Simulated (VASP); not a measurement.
**Rb2CoAgF6: single point with PBE**

Rb2CoAgF6:

```xyz
10
Lattice="0.0000 4.3018 4.3018 4.3018 0.0000 4.3018 4.3018 4.3018 0.0000" Properties=species:S:1:pos:R:3 pbc="T T T"
Rb    2.1509    2.1509    2.1509
Rb    6.4527    6.4527    6.4527
Co    0.0000    0.0000    0.0000
Ag    4.3018    4.3018    4.3018
F     4.3018    4.3018    1.8958
F     6.7079    4.3018    4.3018
F     4.3018    4.3018    6.7079
F     4.3018    1.8958    4.3018
F     4.3018    6.7079    4.3018
F     1.8958    4.3018    4.3018
```

* Program: VASP 6.6.1
* Task: single point
* Functional: PBE
* Potentials or basis: VASP PAW PBE potentials, release 64 (Rb_sv, Co, Ag, F)
* Cutoff: 520 eV
* k mesh: 4 × 4 × 4
* Occupations: gaussian, width 0.1 eV
* Spin: collinear spin, ferromagnetic start
* Starting moments: [0.0, 0.0, 3.0, 0.0, 0.0, 0.0, 0.0, 0.0, 0.0, 0.0] μB

```json
{
  "Pressure": "2.6 GPa",
  "Largest force": "0.779 eV/Å",
  "Net moment": "2.47 μB per cell",
  "Site moments": "Rb +0.00; Co +2.19; Ag -0.05; F +0.04 μB",
  "Valence electrons inside the program's atomic spheres": "Rb 7.31; Co 7.97; Ag 9.62; F 6.07"
}
```

Forces on the atoms (eV/Å):
```
Rb   0.000  0.000  0.000
Rb   0.000  0.000  0.000
Co   0.000  0.000  0.000
Ag   0.000  0.000  0.000
F    0.000  0.000  0.779
F   -0.779  0.000  0.000
F    0.000  0.000 -0.779
F    0.000  0.779  0.000
F    0.000 -0.779  0.000
F    0.779  0.000  0.000
```

Levels at points of the mesh, in eV from the Fermi level:
Spin up:
```
           k point  band 39  band 40  band 41  band 42  band 43  band 44
(0.00, 0.00, 0.00)    -1.55    -1.55     0.36     0.36     2.46     6.52
(0.50, 0.00, 0.00)    -1.29    -1.29    -0.34    -0.34     3.71     5.84
(0.50, 0.50, 0.00)    -1.69    -1.60    -0.74     0.37     4.28     5.97
```
Spin down:
| k point | band 37 | band 38 | band 39 | band 40 | band 41 | band 42 | band 43 | band 44 |
| --- | --- | --- | --- | --- | --- | --- | --- | --- |
| (0.00, 0.00, 0.00) | -1.79 | 0.01 | 0.01 | 0.01 | 2.16 | 2.16 | 2.54 | 6.56 |
| (0.50, 0.00, 0.00) | -1.34 | -0.06 | -0.02 | -0.02 | 1.82 | 1.82 | 3.76 | 5.91 |
| (0.50, 0.50, 0.00) | -1.73 | -0.03 | 0.02 | 0.02 | 1.22 | 2.16 | 4.57 | 6.00 |

It took 3.9 min on 1 thread of Intel(R) Xeon(R) Platinum 8259CL CPU @ 2.50GHz (Skylake/Cascade Lake), with other jobs on the host, peak memory 0.46 GiB.

Caveat: a cell with one magnetic atom can't hold antiferromagnetic order, which such compounds often take; semilocal functionals often make such compounds metallic where correlation or magnetic order opens a gap, which also shifts bond lengths. With open d or f shells a metallic result of PBE can be an artefact of self-interaction; +U or a hybrid may open a gap.
